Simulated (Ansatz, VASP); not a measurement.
# Si in VASP and in Ansatz

```xyz
4
Lattice="3.7261 0.0000 0.0000 -1.8631 3.2269 0.0000 0.0000 0.0000 6.7987" Properties=species:S:1:pos:R:3 pbc="T T T"
Si    0.0000    2.1513    0.3638
Si    1.8631    1.0756    3.7631
Si    0.0000    2.1513    3.0356
Si    1.8631    1.0756    6.4349
```

Alike in both runs: task single point; functional PBE; k mesh 12 × 12 × 6; occupations gaussian, width 0.05 eV; no spin polarisation.

|  | VASP | Ansatz |
| --- | --- | --- |
| version | VASP 6.6.1 | Ansatz 0.2.0 |
| potentials or method | VASP PAW PBE potentials, release 64 (Si), cutoff 520 eV | scalar-relativistic, plane waves, PAW |
| valence electrons in the cell | 16 | 16 |

VASP gave:

- gap on the k mesh at the Fermi level (eV): 0.32
- least direct gap on the mesh (eV): 0.32
- pressure (GPa): 3.6
- traceless stress, the component that is largest in VASP (GPa): -14.62
- rms of the force components (eV/Å): 0.993

**Question.** Estimate Ansatz's values.

**Answer.** gap on the k mesh at the Fermi level (eV): 0.32; least direct gap on the mesh (eV): 0.32; pressure (GPa): 3.6; traceless stress, the component that is largest in VASP (GPa): -14.62; rms of the force components (eV/Å): 0.997.

Atom by atom the forces differ by 0.004 eV/Å (rms over components). With one functional, cell and mesh, what is left measures potentials, basis and numerics.
